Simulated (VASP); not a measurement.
# BN (P4_2/mnm) in VASP: notebook

BN is run at these levels: PBEsol; tasks: single point.

Program: VASP 6.6.1. These are calculated values, not measurements. Logs are shortened: lines on timing, memory, paths and dates and some standing lists are left out, and cuts for length are marked.

## 1. The cell of the first run

Symmetry: P4_2/mnm, No. 136, tetragonal system. Conventional cell: a = 4.365 Å, b = 4.365 Å, c = 2.538 Å, α = 90.00°, β = 90.00°, γ = 90.00°. B (site symmetry m2m) has 4 N at 1.53 to 1.58 Å within 2.0 Å. N (site symmetry m2m) has 4 B at 1.53 to 1.58 Å within 2.0 Å.

## 2. Single point, PBEsol

Input file INCAR:

```
SYSTEM = BN
PREC = Accurate
ENCUT = 520
EDIFF = 1E-7
ISMEAR = 0
SIGMA = 0.05
LREAL = .False.
LASPH = .True.
NELM = 60
ALGO = Normal
ISIF = 2
LWAVE = .False.
LCHARG = .True.
GGA = PS
LELF = .True.
LVHAR = .True.
NBANDS = 26
```

Input file KPOINTS:

```
regular mesh
0
Gamma
  6 6 10
  0 0 0
```

Input file POSCAR:

```
BN
1.0
    4.3652000000      0.0000000000      0.0000000000
    0.0000000000      4.3652000000      0.0000000000
    0.0000000000      0.0000000000      2.5380337638
B N
4 4
Direct
    0.1741337327      0.8258662673      0.5000000000
    0.3258662673      0.3258662673      0.0000000000
    0.6741337327      0.6741337327      0.0000000000
    0.8258662673      0.1741337327      0.5000000000
    0.8123909516      0.8123909516      0.5000000000
    0.3123909516      0.6876090484      0.0000000000
    0.6876090484      0.3123909516      0.0000000000
    0.1876090484      0.1876090484      0.5000000000
```

Potentials or basis: VASP PAW PBE potentials, release 64 (B, N).

The run is started by

```sh
cat potpaw_PBE.64/B/POTCAR potpaw_PBE.64/N/POTCAR > POTCAR
mpirun -np 1 vasp_std > vasp.out
```

OUTCAR:

```text
SYSTEM = BN
   PREC = Accurate
   ENCUT = 520
   EDIFF = 1E-7
   ISMEAR = 0
   LREAL = .False.
   LASPH = .True.
   NELM = 60
   ISIF = 2
   GGA = PS

 ion  position               nearest neighbor table
   1  0.174  0.826  0.500-   6 1.53   6 1.53   8 1.58   5 1.58   4 2.15
   2  0.326  0.326  0.000-   8 1.53   8 1.53   6 1.58   7 1.58   3 2.15
   3  0.674  0.674  0.000-   5 1.53   5 1.53   7 1.58   6 1.58   2 2.15
   4  0.826  0.174  0.500-   7 1.53   7 1.53   8 1.58   5 1.58   1 2.15
   5  0.812  0.812  0.500-   3 1.53   3 1.53   4 1.58   1 1.58
   6  0.312  0.688  0.000-   1 1.53   1 1.53   3 1.58   2 1.58
   7  0.688  0.312  0.000-   4 1.53   4 1.53   2 1.58   3 1.58
   8  0.188  0.188  0.500-   2 1.53   2 1.53   4 1.58   1 1.58

  LATTYP: Found a simple tetragonal cell.
 ALAT       =     4.3652000000
 C/A-ratio  =     0.5814243938

  Lattice vectors:

 A1 = (   4.3652000000,   0.0000000000,   0.0000000000)
 A2 = (   0.0000000000,   4.3652000000,   0.0000000000)
 A3 = (   0.0000000000,   0.0000000000,   2.5380337638)

Analysis of symmetry for initial positions (statically):
=====================================================================
 Subroutine PRICEL returns:
 Original cell was already a primitive cell.

 Routine SETGRP: Setting up the symmetry group for a
 simple tetragonal supercell.

 Subroutine GETGRP returns: Found 16 space group operations
 (whereof  8 operations were pure point group operations)
 out of a pool of 16 trial point group operations.

The static configuration has the point symmetry D_2h.
 The point group associated with its full space group is D_4h.

Analysis of symmetry for dynamics (positions and initial velocities):
=====================================================================
 Subroutine PRICEL returns:
 Original cell was already a primitive cell.

 Routine SETGRP: Setting up the symmetry group for a
 simple tetragonal supercell.

 Subroutine GETGRP returns: Found 16 space group operations
 (whereof  8 operations were pure point group operations)
 out of a pool of 16 trial point group operations.

The dynamic configuration has the point symmetry D_2h.
 The point group associated with its full space group is D_4h.

 Subroutine INISYM returns: Found 16 space group operations
 (whereof  8 operations are pure point group operations),
 and found     1 'primitive' translations

----------------------------------------------------------------------------------------

                                     Primitive cell

  volume of cell :      48.3622

  direct lattice vectors                    reciprocal lattice vectors
     4.365200000  0.000000000  0.000000000     0.229084578  0.000000000  0.000000000
     0.000000000  4.365200000  0.000000000     0.000000000  0.229084578  0.000000000
     0.000000000  0.000000000  2.538033764     0.000000000  0.000000000  0.394005791

  length of vectors
     4.365200000  4.365200000  2.538033764     0.229084578  0.229084578  0.394005791

  position of ions in fractional coordinates (direct lattice)
     0.174133733  0.825866267  0.500000000
     0.325866267  0.325866267  0.000000000
     0.674133733  0.674133733  0.000000000
     0.825866267  0.174133733  0.500000000
     0.812390952  0.812390952  0.500000000
     0.312390952  0.687609048  0.000000000
     0.687609048  0.312390952  0.000000000
     0.187609048  0.187609048  0.500000000

  ion indices of the primitive-cell ions
   primitive index   ion index
                 1           1
                 2           2
                 3           3
                 4           4
                 5           5
                 6           6
                 7           7
                 8           8

----------------------------------------------------------------------------------------

 KPOINTS: regular mesh

Automatic generation of k-mesh.
 Grid dimensions read from file:
 generate k-points for:    6    6   10

 Generating k-lattice:

  Cartesian coordinates                     Fractional coordinates (reciprocal lattice)
     0.038180763  0.000000000  0.000000000     0.166666667  0.000000000  0.000000000
     0.000000000  0.038180763  0.000000000     0.000000000  0.166666667  0.000000000
     0.000000000  0.000000000  0.039400579     0.000000000  0.000000000  0.100000000

  Length of vectors
     0.038180763  0.038180763  0.039400579

  Shift w.r.t. Gamma in fractional coordinates (k-lattice)
     0.000000000  0.000000000  0.000000000

 Subroutine IBZKPT returns following result:
 ===========================================

 Found     60 irreducible k-points:

 Following reciprocal coordinates:
            Coordinates               Weight
  0.000000  0.000000  0.000000      1.000000
  0.166667  0.000000  0.000000      4.000000
  0.333333  0.000000  0.000000      4.000000
  0.500000  0.000000  0.000000      2.000000
  0.166667  0.166667  0.000000      4.000000
  0.333333  0.166667  0.000000      8.000000
[... 16 lines left out ...]
  0.333333  0.000000  0.200000      8.000000
  0.500000  0.000000  0.200000      4.000000
 [... further k-points ...]
   k-points           NKPTS =     60   k-points in BZ     NKDIM =     60   number of bands    NBANDS=     26
   number of dos      NEDOS =    301   number of ions     NIONS =      8
   total plane-waves  NPLWV =  20480
   dimension x,y,z NGX =    32 NGY =   32 NGZ =   20
   dimension x,y,z NGXF=    64 NGYF=   64 NGZF=   40
   ions per type =               4   4
   NGX,Y,Z   is equivalent  to a cutoff of  12.19, 12.19, 13.10 a.u.
   NGXF,Y,Z  is equivalent  to a cutoff of  24.37, 24.37, 26.20 a.u.
 SYSTEM =  BN
   PREC   = accura    normal or accurate (medium, high low for compatibility)
   ISTART =      0    job   : 0-new  1-cont  2-samecut
   ICHARG =      2    charge: 1-file 2-atom 10-const
   ISPIN  =      1    spin polarized calculation?
   LNONCOLLINEAR =      F non collinear calculations
   LSORBIT =      F    spin-orbit coupling
   LASPH  =      T    aspherical Exc in radial PAW
   ENCUT  =  520.0 eV  38.22 Ry    6.18 a.u.   8.12  8.12  4.72*2*pi/ulx,y,z
   NELM   =     60;   NELMIN=  2; NELMDL= -5     # of ELM steps
   EDIFF  = 0.1E-06   stopping-criterion for ELM
   LREAL  =      F    real-space projection
   EDIFFG = 0.1E-05   stopping-criterion for IOM
   NSW    =      0    number of steps for IOM
   IBRION =     -1    ionic relax: 0-MD 1-quasi-New 2-CG
   NFREE  =      0    steps in history (QN), initial steepest desc. (CG)
   ISIF   =      2    stress and relaxation
   ISYM   =      2    0-nonsym 1-usesym 2-fastsym
   POTIM  = 0.5000    time-step for ionic-motion
   TEBEG  =    0.0;   TEEND  =   0.0 temperature during run
   PSTRESS=    0.0 pullay stress
   NELECT =      32.0000    total number of electrons
   NUPDOWN=      -1.0000    fix difference up-down
   EMIN   =  10.00;   EMAX   =-10.00  energy-range for DOS
   EFERMI =   0.00;   METHOD = LEGACY
   ISMEAR =     0;   SIGMA  =   0.05  broadening in eV -4-tet -1-fermi 0-gaus
   EFERMI_NEDOS =   21; number of points for ismear=-14 and -15
   IALGO  =     38    algorithm
   IMIX   =      4    mixing-type and parameters
     AMIX     =   0.40;   BMIX     =  1.00
     AMIX_MAG =   1.60;   BMIX_MAG =  1.00
  volume/ion in A,a.u.               =       6.05        40.80
  Fermi-wavevector in a.u.,A,eV,Ry     =   1.426559  2.695805 27.688798  2.035069
  Thomas-Fermi vector in A             =   2.546823
   LORBIT       =      0    0 simple, 1 ext, 2 COOP (PROOUT), +10 PAW based schemes
   GGA     = PS    functional components
   LHFCALC =     F    Hartree Fock is set to
   AEXX    =    0.0000 exact exchange contribution
   IVDW    =     0    specifies the selected vdW correction
   LEPSILON=     F    determine dielectric tensor
   LRPA    =     F    only Hartree local field effects (RPA)
 non-spin polarized calculation
 Gauss-broadening in eV      SIGMA  =   0.05
  energy-cutoff  :      520.00
  volume of cell :       48.36
 maximum number of plane-waves:      1322
   NGX = 17   NGY = 17   NGZ =  9

 number of electron      32.0000013 magnetization

 Free energy of the ion-electron system (eV)
  ---------------------------------------------------
  ext. energy  EPLUGINS =         0.00000000
  ---------------------------------------------------
  free energy    TOTEN  =       -72.46192507 eV

  energy without entropy =      -72.46192507  energy(sigma->0) =      -72.46192507

 E-fermi :   7.3879     XC(G=0): -12.8032

 val. band max:        7.1648548606   @ k =   0.0000   0.0000   0.0000
 cond. band min:      11.7281608808   @ k =   0.0000   0.0000   0.3000
 fundamental gap:      4.5633060202
 Fermi energy:         7.3879115898

 k-point     1 :       0.0000    0.0000    0.0000
  band No.  band energies     occupation
      1     -13.2275      2.00000
      2      -9.0044      2.00000
      3      -9.0044      2.00000
      4      -8.8423      2.00000
      5      -2.7570      2.00000
      6      -2.3796      2.00000
[... 18 lines left out ...]
     25      17.7989      0.00000
     26      20.0911      0.00000

 k-point     2 :       0.1667    0.0000    0.0000
  band No.  band energies     occupation
      1     -13.0787      2.00000
      2      -9.9276      2.00000
      3      -8.9103      2.00000
      4      -8.2605      2.00000
      5      -3.0089      2.00000
      6      -1.8936      2.00000
[... 18 lines left out ...]
     25      18.4747      0.00000
     26      19.6528      0.00000

 k-point     3 :       0.3333    0.0000    0.0000
  band No.  band energies     occupation
      1     -12.6384      2.00000
      2     -10.9908      2.00000
      3      -8.6525      2.00000
      4      -8.1025      2.00000
      5      -3.1906      2.00000
      6      -2.0529      2.00000
[... 572 lines left out ...]
 k-point    23 :       0.3333    0.0000    0.2000
  band No.  band energies     occupation
      1     -12.0214      2.00000
      2     -10.4380      2.00000
      3      -8.2223      2.00000
      4      -7.7961      2.00000
      5      -2.6711      2.00000
      6      -1.6333      2.00000
[... 18 lines left out ...]
     25      18.9233      0.00000
     26      20.2397      0.00000

 k-point    24 :       0.5000    0.0000    0.2000
  band No.  band energies     occupation
      1     -11.3340      2.00000
      2     -11.3340      2.00000
      3      -7.9533      2.00000
      4      -7.9533      2.00000
      5      -2.3457      2.00000
      6      -2.3457      2.00000
[... 18 lines left out ...]
     25      19.5687      0.00000
     26      19.5690      0.00000

 [... further k-points ...]

------------------------ aborting loop because EDIFF is reached ----------------------------------------

  FORCE on cell =-STRESS in cart. coord.  units (eV):
  Direction    XX          YY          ZZ          XY          YZ          ZX
  --------------------------------------------------------------------------------------
  -------------------------------------------------------------------------------------
  Total        2.4538657      2.4538657      0.7073261      0.0000000      0.0000000      0.0000000
  in kB       81.2934748     81.2934748     23.4328214      0.0000000      0.0000000      0.0000000
  external PRESSURE =      62.0065904 kB  Pullay stress =       0.0000000 kB

 VOLUME and BASIS-vectors are now :
 -----------------------------------------------------------------------------
  energy-cutoff  :      520.00
  volume of cell :       48.36
      direct lattice vectors                 reciprocal lattice vectors
     4.365200000  0.000000000  0.000000000     0.229084578  0.000000000  0.000000000
     0.000000000  4.365200000  0.000000000     0.000000000  0.229084578  0.000000000
     0.000000000  0.000000000  2.538033764     0.000000000  0.000000000  0.394005791

 POSITION                                       TOTAL-FORCE (eV/Angst)
 -----------------------------------------------------------------------------------
      0.76013      3.60507      1.26902         0.015803     -0.015803      0.000000
      1.42247      1.42247      0.00000        -0.015803     -0.015803      0.000000
      2.94273      2.94273      0.00000         0.015803      0.015803     -0.000000
      3.60507      0.76013      1.26902        -0.015803      0.015803     -0.000000
      3.54625      3.54625      1.26902        -0.084904     -0.084904     -0.000000
      1.36365      3.00155      0.00000        -0.084904      0.084904      0.000000
      3.00155      1.36365      0.00000         0.084904     -0.084904     -0.000000
      0.81895      0.81895      1.26902         0.084904      0.084904      0.000000
 -----------------------------------------------------------------------------------
    total drift:                                0.000000     -0.000000     -0.000000

  FREE ENERGIE OF THE ION-ELECTRON SYSTEM (eV)
  ---------------------------------------------------
  free  energy   TOTEN  =       -72.4619250674 eV

  energy  without entropy=      -72.4619250674  energy(sigma->0) =      -72.46192507
```

Run time: 34 s. Hardware: 1 thread of AMD EPYC 9R45 (Zen 5), shared host; peak memory 0.15 GiB.

Results:

| Item | Value |
| --- | --- |
| Free energy | -72.4619 eV |
| Pressure | 6.2 GPa |
| Largest force | 0.120 eV/Å |
| Band gap on the k mesh | 4.56 eV (least direct gap 5.70 eV) |

Forces in eV/Å, atoms in the order of the input:
```
B    0.016 -0.016  0.000
B   -0.016 -0.016  0.000
B    0.016  0.016  0.000
B   -0.016  0.016  0.000
N   -0.085 -0.085  0.000
N   -0.085  0.085  0.000
N    0.085 -0.085  0.000
N    0.085  0.085  0.000
```

Stress tensor (GPa, compression positive):
```
8.13 0.00 0.00
0.00 8.13 0.00
0.00 0.00 2.34
```

Caveat: the stress differs along the axes, from 2 to 8 GPa; the PAW data sets were made with another functional, which shifts forces and pressure a little. A k mesh can miss the band edges.

## 3. Single point, PBEsol

This run uses another cell than the first one, of the same volume but with other edges.

Input file INCAR:

```
ALGO = Normal
EDIFF = 1E-7
ENCUT = 520
GGA = PS
ISIF = 2
ISMEAR = 0
LASPH = T
LCHARG = F
LREAL = F
LWAVE = F
NBANDS = 26
NELM = 100
PREC = Accurate
SIGMA = 0.05
```

Input file KPOINTS:

```
k-points
0
Gamma
  6 6 10
```

Changes to POSCAR since step 2:

```diff
@@ -2,5 +2,5 @@
 1.0
-    4.3652000000      0.0000000000      0.0000000000
-    0.0000000000      4.3652000000      0.0000000000
-    0.0000000000      0.0000000000      2.5380337638
+    4.4312000000      0.0000000000      0.0000000000
+    0.0000000000      4.4312000000      0.0000000000
+    0.0000000000      0.0000000000      2.4619000000
 B N
```

Potentials or basis: VASP PAW PBE potentials, release 64 (B, N).

The run is started by

```sh
cat potpaw_PBE.64/B/POTCAR potpaw_PBE.64/N/POTCAR > POTCAR
mpirun -np 1 vasp_std > vasp.out
```

Run time: 39 s. Hardware: 1 thread of AMD EPYC 9R45 (Zen 5), shared host; peak memory 0.16 GiB.

Results (log left out):

```
Free energy            : -72.3265 eV
Pressure               : 8.4 GPa
Largest force          : 0.375 eV/Å
Band gap on the k mesh : 4.63 eV (least direct gap 5.82 eV)
```

Forces in eV/Å, atoms in the order of the input:
```
B   -0.126  0.126  0.000
B    0.126  0.126  0.000
B   -0.126 -0.126  0.000
B    0.126 -0.126  0.000
N    0.265  0.265  0.000
N    0.265 -0.265  0.000
N   -0.265  0.265  0.000
N   -0.265 -0.265  0.000
```

Stress tensor (GPa, compression positive):
```
-3.53  0.00  0.00
 0.00 -3.53  0.00
 0.00  0.00 32.11
```

Levels at points of the mesh, in eV from the valence-band top:
```csv
k point,band 12,band 13,band 14,band 15,band 16,band 17,band 18,band 19,band 20,band 21
"(0.00, 0.00, 0.00)",-1.95,-0.16,-0.01,-0.01,0.00,8.10,8.10,8.23,8.28,8.55
"(0.50, 0.00, 0.00)",-3.37,-1.24,-1.24,-1.12,-1.12,8.07,8.07,8.73,8.73,9.28
"(0.50, 0.50, 0.00)",-2.94,-2.66,-2.66,-2.10,-2.10,7.44,7.44,9.09,9.09,9.82
"(0.00, 0.00, 0.50)",-4.82,-4.31,-4.31,-3.30,-3.30,6.41,6.41,10.22,10.22,11.41
"(0.50, 0.00, 0.50)",-4.56,-3.50,-3.50,-2.32,-2.32,6.83,6.83,8.75,8.75,9.20
"(0.50, 0.50, 0.50)",-3.66,-2.86,-2.86,-2.52,-2.52,6.23,6.23,6.93,6.93,8.27
```

Caveat: the stress differs along the axes, from -4 to 32 GPa; the PAW data sets were made with another functional, which shifts forces and pressure a little. A k mesh can miss the band edges.
